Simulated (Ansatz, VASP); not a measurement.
# SiNi: VASP beside Ansatz

```xyz
8
Lattice="4.4689 0.0000 0.0000 0.0000 4.4689 0.0000 0.0000 0.0000 4.4689" Properties=species:S:1:pos:R:3 pbc="T T T"
Si    3.7819    3.7819    3.7819
Si    2.9215    0.6870    1.5474
Si    1.5474    2.9215    0.6870
Si    0.6870    1.5474    2.9215
Ni    0.6651    0.6651    0.6651
Ni    1.5694    3.8038    2.8996
Ni    2.8996    1.5694    3.8038
Ni    3.8038    2.8996    1.5694
```

Alike in both runs: functional PBEsol; k mesh 4 × 4 × 4; occupations gaussian, width 0.1 eV; no spin polarisation.

Ansatz relaxed the structure, and its values are those at the end. VASP's run is a single point on that final structure, the one shown.

|  | VASP | Ansatz |
| --- | --- | --- |
| version | VASP 6.6.1 | Ansatz 0.2.0 |
| potentials or method | VASP PAW PBE potentials, release 64 (Si, Ni), cutoff 520 eV | scalar-relativistic, plane waves, PAW |
| valence electrons in the cell | 56 | 88 |

Ansatz gave:

- gap on the k mesh at the Fermi level (eV): none
- pressure (GPa): -0.1
- rms of the force components (eV/Å): 0.008

Q: Estimate VASP's values.

A: gap on the k mesh at the Fermi level (eV): none; pressure (GPa): 0.2; rms of the force components (eV/Å): 0.008.

VASP's potentials were made for PBE, not for PBEsol. A gap of «none» marks a metal or a gap that the smearing closes. VASP's potentials hold 56 valence electrons a cell and Ansatz's 88, so a difference there can come from the potentials and not from the codes.
